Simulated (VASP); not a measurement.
# Hf4Cl3 (Im-3m) in VASP: relaxation of cell and atoms with PBE

Aim: the relaxation of cell and atoms of Hf4Cl3 with PBE.

Everything below comes from runs of VASP 6.6.1. Logs are shortened: lines on timing, memory, paths and dates and some standing lists are left out, and cuts for length are marked.

## Step 1: The cell of the first run

The structure is cubic, space group Im-3m (No. 229). Conventional cell: a = 7.238 Å, b = 7.238 Å, c = 7.238 Å, α = 90.00°, β = 90.00°, γ = 90.00°. Hf (site symmetry -3m) has 6 Cl at 3.13 Å and 6 Hf at 3.62 Å within 4.1 Å. Cl (site symmetry 4/mmm) has 8 Hf at 3.13 Å and 4 Cl at 3.62 Å within 4.1 Å.

The cell was built from a structure type or drawn by symmetry, and may not be a known phase.

## Step 2: Relaxation of cell and atoms, PBE

INCAR reads:

```
SYSTEM = Hf4Cl3
PREC = Accurate
ENCUT = 500
EDIFF = 1E-7
ISMEAR = 0
SIGMA = 0.2
LREAL = .FALSE.
LASPH = .TRUE.
NELM = 120
ALGO = Normal
ISIF = 3
LWAVE = .FALSE.
LCHARG = .FALSE.
GGA = PE
IBRION = 2
NSW = 36
EDIFFG = -0.08
GGA_COMPAT = .FALSE.
NELMIN = 4
```

KPOINTS reads:

```
regular mesh
0
G
  3 3 3
  0 0 0
```

POSCAR reads:

```
Hf4Cl3
1.0
   -3.6189334200      3.6189334200      3.6189334200
    3.6189334200     -3.6189334200      3.6189334200
    3.6189334200      3.6189334200     -3.6189334200
Hf Cl
4 3
Direct
    0.5000000000      0.5000000000      0.5000000000
    0.0000000000      0.0000000000      0.5000000000
    0.0000000000      0.5000000000      0.0000000000
    0.5000000000      0.0000000000      0.0000000000
    0.0000000000      0.5000000000      0.5000000000
    0.5000000000      0.0000000000      0.5000000000
    0.5000000000      0.5000000000      0.0000000000
```

Potentials or basis: VASP PAW PBE potentials, release 64 (Hf_pv, Cl).

On the command line:

```console
$ cat potpaw_PBE.64/Hf_pv/POTCAR potpaw_PBE.64/Cl/POTCAR > POTCAR
$ mpirun -np 1 vasp_std > vasp.out
```

OUTCAR:

```text
SYSTEM = Hf4Cl3
   PREC = Accurate
   ENCUT = 500
   EDIFF = 1E-7
   ISMEAR = 0
   LREAL = .FALSE.
   LASPH = .TRUE.
   NELM = 120
   ISIF = 3
   GGA = PE
   IBRION = 2
   NSW = 36
   EDIFFG = -0.08
   NELMIN = 4

 ion  position               nearest neighbor table
   1  0.500  0.500  0.500-   5 3.13   6 3.13   7 3.13   7 3.13   6 3.13   5 3.13   2 3.62   3 3.62
                             4 3.62   4 3.62   3 3.62   2 3.62
   2  0.000  0.000  0.500-   5 3.13   6 3.13   7 3.13   5 3.13   6 3.13   7 3.13   1 3.62   3 3.62
                             3 3.62   4 3.62   1 3.62   4 3.62
   3  0.000  0.500  0.000-   5 3.13   6 3.13   7 3.13   5 3.13   7 3.13   6 3.13   1 3.62   2 3.62
                             2 3.62   1 3.62   4 3.62   4 3.62
   4  0.500  0.000  0.000-   5 3.13   6 3.13   7 3.13   6 3.13   7 3.13   5 3.13   1 3.62   2 3.62
                             1 3.62   2 3.62   3 3.62   3 3.62
   5  0.000  0.500  0.500-   1 3.13   2 3.13   3 3.13   4 3.13   3 3.13   2 3.13   1 3.13   4 3.13

   6  0.500  0.000  0.500-   1 3.13   2 3.13   3 3.13   4 3.13   4 3.13   1 3.13   2 3.13   3 3.13

   7  0.500  0.500  0.000-   1 3.13   2 3.13   3 3.13   4 3.13   1 3.13   4 3.13   3 3.13   2 3.13

  LATTYP: Found a body centered cubic cell.
 ALAT       =     7.2378668400

  Lattice vectors:

 A1 = (  -3.6189334200,   3.6189334200,   3.6189334200)
 A2 = (   3.6189334200,  -3.6189334200,   3.6189334200)
 A3 = (   3.6189334200,   3.6189334200,  -3.6189334200)

Analysis of symmetry for initial positions (statically):
=====================================================================
 Subroutine PRICEL returns:
 Original cell was already a primitive cell.

 Routine SETGRP: Setting up the symmetry group for a
 body centered cubic supercell.

 Subroutine GETGRP returns: Found 48 space group operations
 (whereof 48 operations were pure point group operations)
 out of a pool of 48 trial point group operations.

The static configuration has the point symmetry O_h .

Analysis of symmetry for dynamics (positions and initial velocities):
=====================================================================
 Subroutine PRICEL returns:
 Original cell was already a primitive cell.

 Routine SETGRP: Setting up the symmetry group for a
 body centered cubic supercell.

 Subroutine GETGRP returns: Found 48 space group operations
 (whereof 48 operations were pure point group operations)
 out of a pool of 48 trial point group operations.

The dynamic configuration has the point symmetry O_h .

 Subroutine INISYM returns: Found 48 space group operations
 (whereof 48 operations are pure point group operations),
 and found     1 'primitive' translations

----------------------------------------------------------------------------------------

                                     Primitive cell

  volume of cell :     189.5840

  direct lattice vectors                    reciprocal lattice vectors
    -3.618933420  3.618933420  3.618933420     0.000000000  0.138162254  0.138162254
     3.618933420 -3.618933420  3.618933420     0.138162254  0.000000000  0.138162254
     3.618933420  3.618933420 -3.618933420     0.138162254  0.138162254  0.000000000

  length of vectors
     6.268176553  6.268176553  6.268176553     0.195390934  0.195390934  0.195390934

  position of ions in fractional coordinates (direct lattice)
     0.500000000  0.500000000  0.500000000
     0.000000000  0.000000000  0.500000000
     0.000000000  0.500000000  0.000000000
     0.500000000  0.000000000  0.000000000
     0.000000000  0.500000000  0.500000000
     0.500000000  0.000000000  0.500000000
     0.500000000  0.500000000  0.000000000

  ion indices of the primitive-cell ions
   primitive index   ion index
                 1           1
                 2           2
                 3           3
                 4           4
                 5           5
                 6           6
                 7           7

----------------------------------------------------------------------------------------

 KPOINTS: regular mesh

Automatic generation of k-mesh.
 Grid dimensions read from file:
 generate k-points for:    3    3    3

 Generating k-lattice:

  Cartesian coordinates                     Fractional coordinates (reciprocal lattice)
     0.000000000  0.046054085  0.046054085     0.333333333  0.000000000  0.000000000
     0.046054085  0.000000000  0.046054085     0.000000000  0.333333333  0.000000000
     0.046054085  0.046054085  0.000000000     0.000000000  0.000000000  0.333333333

  Length of vectors
     0.065130311  0.065130311  0.065130311

  Shift w.r.t. Gamma in fractional coordinates (k-lattice)
     0.000000000  0.000000000  0.000000000

 Subroutine IBZKPT returns following result:
 ===========================================

 Found      4 irreducible k-points:

 Following reciprocal coordinates:
            Coordinates               Weight
  0.000000  0.000000  0.000000      1.000000
  0.333333  0.000000  0.000000     12.000000
  0.333333  0.333333  0.000000      8.000000
 -0.333333  0.333333  0.333333      6.000000
   k-points           NKPTS =      4   k-points in BZ     NKDIM =      4   number of bands    NBANDS=     36
   number of dos      NEDOS =    301   number of ions     NIONS =      7
   total plane-waves  NPLWV = 110592
   dimension x,y,z NGX =    48 NGY =   48 NGZ =   48
   dimension x,y,z NGXF=    96 NGYF=   96 NGZF=   96
   ions per type =               4   3
   NGX,Y,Z   is equivalent  to a cutoff of  12.73, 12.73, 12.73 a.u.
   NGXF,Y,Z  is equivalent  to a cutoff of  25.46, 25.46, 25.46 a.u.
 SYSTEM =  Hf4Cl3
   PREC   = accura    normal or accurate (medium, high low for compatibility)
   ISTART =      0    job   : 0-new  1-cont  2-samecut
   ICHARG =      2    charge: 1-file 2-atom 10-const
   ISPIN  =      1    spin polarized calculation?
   LNONCOLLINEAR =      F non collinear calculations
   LSORBIT =      F    spin-orbit coupling
   LASPH  =      T    aspherical Exc in radial PAW
   ENCUT  =  500.0 eV  36.75 Ry    6.06 a.u.  11.43 11.43 11.43*2*pi/ulx,y,z
   NELM   =    120;   NELMIN=  4; NELMDL= -5     # of ELM steps
   EDIFF  = 0.1E-06   stopping-criterion for ELM
   LREAL  =      F    real-space projection
   EDIFFG = -.8E-01   stopping-criterion for IOM
   NSW    =     36    number of steps for IOM
   IBRION =      2    ionic relax: 0-MD 1-quasi-New 2-CG
   NFREE  =      1    steps in history (QN), initial steepest desc. (CG)
   ISIF   =      3    stress and relaxation
   ISYM   =      2    0-nonsym 1-usesym 2-fastsym
   POTIM  = 0.5000    time-step for ionic-motion
   TEBEG  =    0.0;   TEEND  =   0.0 temperature during run
   PSTRESS=    0.0 pullay stress
   NELECT =      61.0000    total number of electrons
   NUPDOWN=      -1.0000    fix difference up-down
   EMIN   =  10.00;   EMAX   =-10.00  energy-range for DOS
   EFERMI =   0.00;   METHOD = LEGACY
   ISMEAR =     0;   SIGMA  =   0.20  broadening in eV -4-tet -1-fermi 0-gaus
   EFERMI_NEDOS =   21; number of points for ismear=-14 and -15
   IALGO  =     38    algorithm
   IMIX   =      4    mixing-type and parameters
     AMIX     =   0.40;   BMIX     =  1.00
     AMIX_MAG =   1.60;   BMIX_MAG =  1.00
  volume/ion in A,a.u.               =      27.08       182.77
  Fermi-wavevector in a.u.,A,eV,Ry     =   1.121805  2.119905 17.122215  1.258447
  Thomas-Fermi vector in A             =   2.258461
   LORBIT       =      0    0 simple, 1 ext, 2 COOP (PROOUT), +10 PAW based schemes
   GGA     = PE    functional components
   LHFCALC =     F    Hartree Fock is set to
   AEXX    =    0.0000 exact exchange contribution
   IVDW    =     0    specifies the selected vdW correction
   LEPSILON=     F    determine dielectric tensor
   LRPA    =     F    only Hartree local field effects (RPA)
 conjugate gradient relaxation of ions
 non-spin polarized calculation
 Gauss-broadening in eV      SIGMA  =   0.20
  energy-cutoff  :      500.00
  volume of cell :      189.58
 maximum number of plane-waves:      4897
 NGX is ok and might be reduce to    48
   NGX = 23   NGY = 23   NGZ = 23

--------------------------------------- Ionic step        1  -------------------------------------------

 number of electron      61.0000006 magnetization

 Free energy of the ion-electron system (eV)
  ---------------------------------------------------
  ext. energy  EPLUGINS =         0.00000000
  ---------------------------------------------------
  free energy    TOTEN  =       -41.17571608 eV

  energy without entropy =      -41.04403202  energy(sigma->0) =      -41.10987405

 E-fermi :   4.0747     XC(G=0):  -9.6434

 val. band max:        4.0168545068   @ k =   0.3333   0.3333   0.0000
 cond. band min:       4.1470019386   @ k =  -0.3333   0.3333   0.3333
 fundamental gap:      0.1301474318
 Fermi energy:         4.0747444906

 k-point     1 :       0.0000    0.0000    0.0000
  band No.  band energies     occupation
      1     -28.1163      2.00000
      2     -28.1163      2.00000
      3     -28.1163      2.00000
      4     -28.0724      2.00000
      5     -28.0724      2.00000
      6     -28.0724      2.00000
[... 28 lines left out ...]
     35       4.9112      0.00000
     36       4.9113      0.00000
[... 178 lines left out ...]
 POSITION                                       TOTAL-FORCE (eV/Angst)
 -----------------------------------------------------------------------------------
      1.62687      1.62687      1.62687         0.000000      0.000000      0.000000
      4.88060     -1.62687      1.62687         0.000000      0.000000     -0.000000
      1.62687     -1.62687      1.62687        -0.000000     -0.000000      0.000000
      4.88060      1.62687      1.62687        -0.000000      0.000000     -0.000000
      3.25374      0.00000      0.00000        -0.000000      0.000000      0.000000
      0.00000      3.25374      0.00000        -0.000000     -0.000000     -0.000000
      0.00000      0.00000      3.25374         0.000000     -0.000000     -0.000000
 -----------------------------------------------------------------------------------
    total drift:                                0.000000      0.000000     -0.000000

  FREE ENERGIE OF THE ION-ELECTRON SYSTEM (eV)
  ---------------------------------------------------
  free  energy   TOTEN  =       -43.9431308664 eV

  energy  without entropy=      -43.8566794064  energy(sigma->0) =      -43.89990514

--------------------------------------- Ionic step        3  -------------------------------------------

 number of electron      61.0000003 magnetization

 Free energy of the ion-electron system (eV)
  ---------------------------------------------------
  ext. energy  EPLUGINS =         0.00000000
  ---------------------------------------------------
  free energy    TOTEN  =       -43.94740132 eV

  energy without entropy =      -43.85824773  energy(sigma->0) =      -43.90282452

 E-fermi :   7.1679     XC(G=0): -11.1435

 val. band max:        7.0806086112   @ k =   0.3333   0.0000   0.0000
 cond. band min:       7.2805666924   @ k =   0.0000   0.0000   0.0000
 fundamental gap:      0.1999580812
 Fermi energy:         7.1678778483

 k-point     1 :       0.0000    0.0000    0.0000
  band No.  band energies     occupation
      1     -24.6731      2.00000
      2     -24.6731      2.00000
      3     -24.6731      2.00000
      4     -24.5734      2.00000
      5     -24.5734      2.00000
      6     -24.5734      2.00000
[... 28 lines left out ...]
     35       7.5588      0.00570
     36       7.5588      0.00570
[... 128 lines left out ...]
 VOLUME and BASIS-vectors are now :
 -----------------------------------------------------------------------------
  energy-cutoff  :      500.00
  volume of cell :      136.31
      direct lattice vectors                 reciprocal lattice vectors
    -3.242070107  3.242070107  3.242070107     0.000000000  0.154222452  0.154222452
     3.242070107 -3.242070107  3.242070107     0.154222452  0.000000000  0.154222452
     3.242070107  3.242070107 -3.242070107     0.154222452  0.154222452  0.000000000

 POSITION                                       TOTAL-FORCE (eV/Angst)
 -----------------------------------------------------------------------------------
      1.62104      1.62104      1.62104        -0.000000     -0.000000     -0.000000
      1.62104      1.62104     -1.62104        -0.000000     -0.000000      0.000000
      1.62104     -1.62104      1.62104        -0.000000      0.000000      0.000000
     -1.62104      1.62104      1.62104        -0.000000      0.000000      0.000000
      3.24207      0.00000      0.00000        -0.000000     -0.000000     -0.000000
      0.00000      3.24207      0.00000         0.000000      0.000000      0.000000
      0.00000      0.00000      3.24207         0.000000      0.000000      0.000000
 -----------------------------------------------------------------------------------
    total drift:                                0.000000      0.000000     -0.000000

  FREE ENERGIE OF THE ION-ELECTRON SYSTEM (eV)
  ---------------------------------------------------
  free  energy   TOTEN  =       -43.9474013173 eV

  energy  without entropy=      -43.8582477298  energy(sigma->0) =      -43.90282452

 reached required accuracy - stopping structural energy minimisation
```

It took 62 s on 1 thread of Intel Xeon 6975P-C (Granite Rapids), shared host; peak memory 0.33 GiB.

What came out:

```
Free energy                           : -43.9474 eV
Relaxed volume                        : 19.47 Å³/atom
Relaxed cell                          : a = 5.615 Å, b = 5.615 Å, c = 5.615 Å, α = 109.47°, β = 109.47°, γ = 109.47°
Space group after relaxing (to 0.1 Å) : Im-3m (No. 229)
Energy gained by relaxing             : 396.0 meV/atom
Ionic steps                           : 3
Pressure after relaxing               : -0.1 GPa
Band gap on the k mesh                : zero (an odd number of electrons rules out a gap without spin polarisation)
```

The path:
```csv
step,energy change (eV),largest force (eV/Å),pressure (GPa),volume (Å³)
1,0.0000,0.0000,-12.37,189.58
2,-2.7674,0.0000,-0.85,137.79
3,-2.7717,0.0000,-0.06,136.31
```

Final structure:
```cif
data_structure
_symmetry_space_group_name_H-M 'P 1'
_symmetry_Int_Tables_number 1
_cell_length_a 5.6154
_cell_length_b 5.6154
_cell_length_c 5.6154
_cell_angle_alpha 109.471
_cell_angle_beta 109.471
_cell_angle_gamma 109.471
_cell_volume 136.31
loop_
_atom_site_label
_atom_site_type_symbol
_atom_site_fract_x
_atom_site_fract_y
_atom_site_fract_z
_atom_site_occupancy
Hf1 Hf 0.50000 0.50000 0.50000 1
Hf2 Hf 0.00000 0.00000 0.50000 1
Hf3 Hf 0.00000 0.50000 0.00000 1
Hf4 Hf 0.50000 0.00000 0.00000 1
Cl1 Cl 0.00000 0.50000 0.50000 1
Cl2 Cl 0.50000 0.00000 0.50000 1
Cl3 Cl 0.50000 0.50000 0.00000 1
```

Caveat: the k points lie up to 0.46 Å⁻¹ apart in the final cell, too coarse for converged energies and pressures of a metal; the volume moved by over 15 % at a fixed basis, so the end points are rough; spin-orbit coupling is left out, which moves the levels of the heavy elements; an odd number of electrons without spin polarisation forces a metal; a magnetic or distorted state may lie lower.
